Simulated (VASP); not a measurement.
# BeTe (I-4m2) in VASP: single point with r2SCAN

Aim: the single point of BeTe with r2SCAN.

Everything below comes from runs of VASP 6.6.1. Logs are shortened: lines on timing, memory, paths and dates and some standing lists are left out, and cuts for length are marked.

### Step 1. The cell of the first run

The structure is tetragonal, space group I-4m2 (No. 119). Conventional cell: a = 4.149 Å, b = 4.149 Å, c = 5.492 Å, α = 90.00°, β = 90.00°, γ = 90.00°. Be (site symmetry -4m2) has 4 Te at 2.49 Å within 3.3 Å. Te (site symmetry -4m2) has 4 Be at 2.49 Å within 3.3 Å.

### Step 2. Single point, r2SCAN (epitaxial xy strain +3.7%)

Contents of POSCAR:

```
BeTe
1.0
    0.0000000000      2.9335647847      2.7459589883
    2.9335647847      0.0000000000      2.7459589883
    2.9335647847      2.9335647847      0.0000000000
Be Te
1 1
Direct
    0.0000000000      0.0000000000      0.0000000000
    0.2500000000      0.2500000000      0.2500000000
```

Contents of INCAR.step1:

```
SYSTEM = BeTe
PREC     = Accurate       ! precision mode
ENCUT    = 520            ! plane-wave cutoff, eV
ISMEAR   = 0              ! smearing method
SIGMA    = 0.01           ! smearing width, eV
LREAL    = .False.        ! projectors in reciprocal space
LASPH    = .True.         ! aspherical terms in the spheres
NELM     = 80             ! most SCF steps
NBANDS   = 11             ! bands
GGA      = PE             ! functional
ALGO     = Normal         ! electronic algorithm
EDIFF    = 1E-4           ! SCF threshold, eV
LWAVE    = .True.         ! write WAVECAR
LCHARG   = .False.        ! write CHGCAR
```

Contents of INCAR.step2:

```
SYSTEM = BeTe
PREC     = Accurate       ! precision mode
ENCUT    = 520            ! plane-wave cutoff, eV
EDIFF    = 1E-7           ! SCF threshold, eV
ISMEAR   = 0              ! smearing method
SIGMA    = 0.01           ! smearing width, eV
LREAL    = .False.        ! projectors in reciprocal space
LASPH    = .True.         ! aspherical terms in the spheres
NELM     = 80             ! most SCF steps
ALGO     = Normal         ! electronic algorithm
ISIF     = 2              ! what is computed and relaxed
LWAVE    = .False.        ! write WAVECAR
LCHARG   = .False.        ! write CHGCAR
METAGGA  = R2SCAN         ! meta-GGA
LMIXTAU  = .True.       
NBANDS   = 11             ! bands
ISTART   = 1
```

Contents of KPOINTS:

```
Automatic mesh
0
Gamma
  8 8 8
  0 0 0
```

Potentials or basis: VASP PAW PBE potentials, release 64 (Be, Te).

Started as:

```sh
$ cat potpaw_PBE.64/Be/POTCAR potpaw_PBE.64/Te/POTCAR > POTCAR
$ cp INCAR.step1 INCAR
$ mpirun -np 1 vasp_std > vasp.out
$ cp INCAR.step2 INCAR
$ mpirun -np 1 vasp_std > vasp.out
```

OUTCAR:

```text
SYSTEM = BeTe
   PREC = Accurate
   ENCUT = 520
   EDIFF = 1E-7
   ISMEAR = 0
   LREAL = .False.
   LASPH = .True.
   NELM = 80
   ISIF = 2
   METAGGA = R2SCAN
   ISTART = 1

 ion  position               nearest neighbor table
   1  0.000  0.000  0.000-   2 2.49   2 2.49   2 2.49   2 2.49
   2  0.250  0.250  0.250-   1 2.49   1 2.49   1 2.49   1 2.49

  LATTYP: Found a body centered tetragonal cell.
 ALAT       =     4.1486871046
 C/A-ratio  =     1.3237725184

  Lattice vectors:

 A1 = (   0.0000000000,  -2.9335647847,  -2.7459589883)
 A2 = (   0.0000000000,   2.9335647847,  -2.7459589883)
 A3 = (   2.9335647847,   0.0000000000,   2.7459589883)

Analysis of symmetry for initial positions (statically):
=====================================================================
 Subroutine PRICEL returns:
 Original cell was already a primitive cell.

 Routine SETGRP: Setting up the symmetry group for a
 body centered tetragonal supercell.

 Subroutine GETGRP returns: Found  8 space group operations
 (whereof  8 operations were pure point group operations)
 out of a pool of 16 trial point group operations.

The static configuration has the point symmetry D_2d.

Analysis of symmetry for dynamics (positions and initial velocities):
=====================================================================
 Subroutine PRICEL returns:
 Original cell was already a primitive cell.

 Routine SETGRP: Setting up the symmetry group for a
 body centered tetragonal supercell.

 Subroutine GETGRP returns: Found  8 space group operations
 (whereof  8 operations were pure point group operations)
 out of a pool of 16 trial point group operations.

The dynamic configuration has the point symmetry D_2d.

 Subroutine INISYM returns: Found  8 space group operations
 (whereof  8 operations are pure point group operations),
 and found     1 'primitive' translations

----------------------------------------------------------------------------------------

                                     Primitive cell

  volume of cell :      47.2624

  direct lattice vectors                    reciprocal lattice vectors
     0.000000000  2.933564785  2.745958988    -0.170441097  0.170441097  0.182085749
     2.933564785  0.000000000  2.745958988     0.170441097 -0.170441097  0.182085749
     2.933564785  2.933564785  0.000000000     0.170441097  0.170441097 -0.182085749

  length of vectors
     4.018220142  4.018220142  4.148687105     0.302085344  0.302085344  0.302085344

  position of ions in fractional coordinates (direct lattice)
     0.000000000  0.000000000  0.000000000
     0.250000000  0.250000000  0.250000000

  ion indices of the primitive-cell ions
   primitive index   ion index
                 1           1
                 2           2

----------------------------------------------------------------------------------------

 KPOINTS: Automatic mesh

Automatic generation of k-mesh.
 Grid dimensions read from file:
 generate k-points for:    8    8    8

 Generating k-lattice:

  Cartesian coordinates                     Fractional coordinates (reciprocal lattice)
    -0.021305137  0.021305137  0.022760719     0.125000000 -0.000000000  0.000000000
     0.021305137 -0.021305137  0.022760719    -0.000000000  0.125000000  0.000000000
     0.021305137  0.021305137 -0.022760719     0.000000000  0.000000000  0.125000000

  Length of vectors
     0.037760668  0.037760668  0.037760668

  Shift w.r.t. Gamma in fractional coordinates (k-lattice)
     0.000000000  0.000000000  0.000000000

 Subroutine IBZKPT returns following result:
 ===========================================

 Found     59 irreducible k-points:

 Following reciprocal coordinates:
            Coordinates               Weight
  0.000000  0.000000  0.000000      1.000000
  0.125000  0.000000  0.000000      8.000000
  0.250000  0.000000  0.000000      8.000000
  0.375000 -0.000000  0.000000      8.000000
  0.500000  0.000000  0.000000      4.000000
  0.125000  0.125000  0.000000      2.000000
[... 16 lines left out ...]
  0.250000  0.000000  0.125000     16.000000
  0.375000 -0.000000  0.125000     16.000000
 [... further k-points ...]
   k-points           NKPTS =     59   k-points in BZ     NKDIM =     59   number of bands    NBANDS=     11
   number of dos      NEDOS =    301   number of ions     NIONS =      2
   total plane-waves  NPLWV =  28800
   dimension x,y,z NGX =    30 NGY =   30 NGZ =   32
   dimension x,y,z NGXF=    60 NGYF=   60 NGZF=   64
   ions per type =               1   1
   NGX,Y,Z   is equivalent  to a cutoff of  12.41, 12.41, 12.82 a.u.
   NGXF,Y,Z  is equivalent  to a cutoff of  24.82, 24.82, 25.65 a.u.
 SYSTEM =  BeTe
   PREC   = accura    normal or accurate (medium, high low for compatibility)
   ISTART =      1    job   : 0-new  1-cont  2-samecut
   ICHARG =      0    charge: 1-file 2-atom 10-const
   ISPIN  =      1    spin polarized calculation?
   LNONCOLLINEAR =      F non collinear calculations
   LSORBIT =      F    spin-orbit coupling
   LASPH  =      T    aspherical Exc in radial PAW
   ENCUT  =  520.0 eV  38.22 Ry    6.18 a.u.   7.47  7.47  7.71*2*pi/ulx,y,z
   NELM   =     80;   NELMIN=  2; NELMDL=  0     # of ELM steps
   EDIFF  = 0.1E-06   stopping-criterion for ELM
   LREAL  =      F    real-space projection
   EDIFFG = 0.1E-05   stopping-criterion for IOM
   NSW    =      0    number of steps for IOM
   IBRION =     -1    ionic relax: 0-MD 1-quasi-New 2-CG
   NFREE  =      0    steps in history (QN), initial steepest desc. (CG)
   ISIF   =      2    stress and relaxation
   ISYM   =      2    0-nonsym 1-usesym 2-fastsym
   POTIM  = 0.5000    time-step for ionic-motion
   TEBEG  =    0.0;   TEEND  =   0.0 temperature during run
   PSTRESS=    0.0 pullay stress
   NELECT =       8.0000    total number of electrons
   NUPDOWN=      -1.0000    fix difference up-down
   EMIN   =  10.00;   EMAX   =-10.00  energy-range for DOS
   EFERMI =   0.00;   METHOD = LEGACY
   ISMEAR =     0;   SIGMA  =   0.01  broadening in eV -4-tet -1-fermi 0-gaus
   EFERMI_NEDOS =   21; number of points for ismear=-14 and -15
   IALGO  =     38    algorithm
   IMIX   =      4    mixing-type and parameters
     AMIX     =   0.40;   BMIX     =  1.00
     AMIX_MAG =   1.60;   BMIX_MAG =  1.00
  volume/ion in A,a.u.               =      23.63       159.47
  Fermi-wavevector in a.u.,A,eV,Ry     =   0.905593  1.711322 11.158118  0.820099
  Thomas-Fermi vector in A             =   2.029179
   LORBIT       =      0    0 simple, 1 ext, 2 COOP (PROOUT), +10 PAW based schemes
   METAGGA = R2SCAN    functional components
   LHFCALC =     F    Hartree Fock is set to
   AEXX    =    0.0000 exact exchange contribution
   IVDW    =     0    specifies the selected vdW correction
   LEPSILON=     F    determine dielectric tensor
   LRPA    =     F    only Hartree local field effects (RPA)
 non-spin polarized calculation
 Gauss-broadening in eV      SIGMA  =   0.01
  energy-cutoff  :      520.00
  volume of cell :       47.26
 maximum number of plane-waves:      1299
 NGX is ok and might be reduce to    30
   NGX = 15   NGY = 15   NGZ = 15

 number of electron       8.0000000 magnetization

 Free energy of the ion-electron system (eV)
  ---------------------------------------------------
  ext. energy  EPLUGINS =         0.00000000
  ---------------------------------------------------
  free energy    TOTEN  =       -30.64766735 eV

  energy without entropy =      -30.64766735  energy(sigma->0) =      -30.64766735

 E-fermi :   4.5754     XC(G=0):  -9.2464

 val. band max:        4.5216748071   @ k =   0.0000   0.0000   0.0000
 cond. band min:       6.5178044499   @ k =   0.5000   0.5000   0.0000
 fundamental gap:      1.9961296429
 Fermi energy:         4.5754052730

 k-point     1 :       0.0000    0.0000    0.0000
  band No.  band energies     occupation
      1      -8.0888      2.00000
      2       4.2101      2.00000
      3       4.2101      2.00000
      4       4.5217      2.00000
      5       8.3320      0.00000
      6       8.3634      0.00000
      7       8.4518      0.00000
      8       8.4518      0.00000
      9      13.2600      0.00000
     10      14.3310      0.00000
     11      15.4100      0.00000

 k-point     2 :       0.1250    0.0000    0.0000
  band No.  band energies     occupation
      1      -7.9435      2.00000
      2       3.0541      2.00000
      3       3.9644      2.00000
      4       4.2444      2.00000
      5       8.2099      0.00000
      6       8.7141      0.00000
      7       8.7677      0.00000
      8       9.7030      0.00000
      9      13.6966      0.00000
     10      13.7071      0.00000
     11      14.3925      0.00000

 k-point     3 :       0.2500    0.0000    0.0000
  band No.  band energies     occupation
      1      -7.5448      2.00000
      2       1.1005      2.00000
      3       3.4919      2.00000
      4       3.8829      2.00000
      5       7.9172      0.00000
      6       9.1900      0.00000
      7       9.3315      0.00000
      8      11.7255      0.00000
      9      13.6842      0.00000
     10      13.7227      0.00000
     11      14.4195      0.00000

 k-point     4 :       0.3750   -0.0000    0.0000
  band No.  band energies     occupation
      1      -7.0436      2.00000
      2      -0.4546      2.00000
      3       3.1190      2.00000
      4       3.6040      2.00000
      5       7.6811      0.00000
      6       9.2180      0.00000
      7       9.6487      0.00000
      8      12.8317      0.00000
      9      14.2693      0.00000
     10      15.0627      0.00000
     11      15.1463      0.00000

 k-point     5 :       0.5000    0.0000    0.0000
  band No.  band energies     occupation
      1      -6.7861      2.00000
      2      -1.0758      2.00000
      3       2.9834      2.00000
      4       3.5034      2.00000
      5       7.5942      0.00000
      6       9.1606      0.00000
      7       9.6932      0.00000
      8      12.8314      0.00000
      9      15.4940      0.00000
     10      16.4618      0.00000
     11      16.6781      0.00000
[... 211 lines left out ...]
 k-point    21 :       0.5000    0.5000    0.0000
  band No.  band energies     occupation
      1      -6.1513      2.00000
      2      -0.4644      2.00000
      3       1.5001      2.00000
      4       1.5001      2.00000
      5       6.5178      0.00000
      6       7.0090      0.00000
      7      14.5527      0.00000
      8      14.5528      0.00000
      9      16.7237      0.00000
     10      17.8284      0.00000
     11      18.1488      0.00000

 k-point    22 :       0.1250    0.0000    0.1250
  band No.  band energies     occupation
      1      -7.9036      2.00000
      2       3.1490      2.00000
      3       3.6744      2.00000
      4       3.9058      2.00000
      5       8.1060      0.00000
      6       9.0535      0.00000
      7       9.3283      0.00000
      8       9.5219      0.00000
      9      12.6769      0.00000
     10      13.9868      0.00000
     11      15.2511      0.00000

 k-point    23 :       0.2500    0.0000    0.1250
  band No.  band energies     occupation
      1      -7.5951      2.00000
      2       1.6640      2.00000
      3       3.2465      2.00000
      4       3.4667      2.00000
      5       8.2301      0.00000
      6       9.0951      0.00000
      7      10.0379      0.00000
      8      10.5630      0.00000
      9      12.9544      0.00000
     10      14.6303      0.00000
     11      15.1210      0.00000

 k-point    24 :       0.3750   -0.0000    0.1250
  band No.  band energies     occupation
      1      -7.1186      2.00000
      2       0.0738      2.00000
      3       2.7503      2.00000
      4       3.1534      2.00000
      5       8.3143      0.00000
      6       9.1579      0.00000
      7      10.3729      0.00000
      8      11.4258      0.00000
      9      14.5819      0.00000
     10      14.7733      0.00000
     11      15.8173      0.00000

 [... further k-points ...]
[... 5 lines left out ...]
  --------------------------------------------------------------------------------------
  -------------------------------------------------------------------------------------
  Total       -1.0125044     -1.0125044      0.0344051      0.0000000      0.0000000      0.0000000
  in kB      -34.3235415    -34.3235415      1.1663196      0.0000000      0.0000000      0.0000000
  external PRESSURE =     -22.4935878 kB  Pullay stress =       0.0000000 kB

 VOLUME and BASIS-vectors are now :
 -----------------------------------------------------------------------------
  energy-cutoff  :      520.00
  volume of cell :       47.26
      direct lattice vectors                 reciprocal lattice vectors
     0.000000000  2.933564785  2.745958988    -0.170441097  0.170441097  0.182085749
     2.933564785  0.000000000  2.745958988     0.170441097 -0.170441097  0.182085749
     2.933564785  2.933564785  0.000000000     0.170441097  0.170441097 -0.182085749

 POSITION                                       TOTAL-FORCE (eV/Angst)
 -----------------------------------------------------------------------------------
      0.00000      0.00000      0.00000        -0.000000     -0.000000      0.000000
      1.46678      1.46678      1.37298         0.000000      0.000000     -0.000000
 -----------------------------------------------------------------------------------
    total drift:                                0.000004      0.000004      0.000049

  FREE ENERGIE OF THE ION-ELECTRON SYSTEM (eV)
  ---------------------------------------------------
  free  energy   TOTEN  =       -30.6476673516 eV

  energy  without entropy=      -30.6476673516  energy(sigma->0) =      -30.64766735
```

Wall time 3.6 min (1 thread of Intel Xeon 8259CL, shared host); peak memory 0.19 GiB.

Results:

```
Free energy            : -30.6477 eV
Pressure               : -2.2 GPa
Band gap on the k mesh : 2.00 eV (least direct gap 3.81 eV)
```

Caveat: the cell differs from its parent crystal (epitaxial xy strain +3.7%); the PAW data sets were made with another functional, which shifts forces and pressure a little; spin-orbit coupling is left out, which moves the levels of the heavy elements.
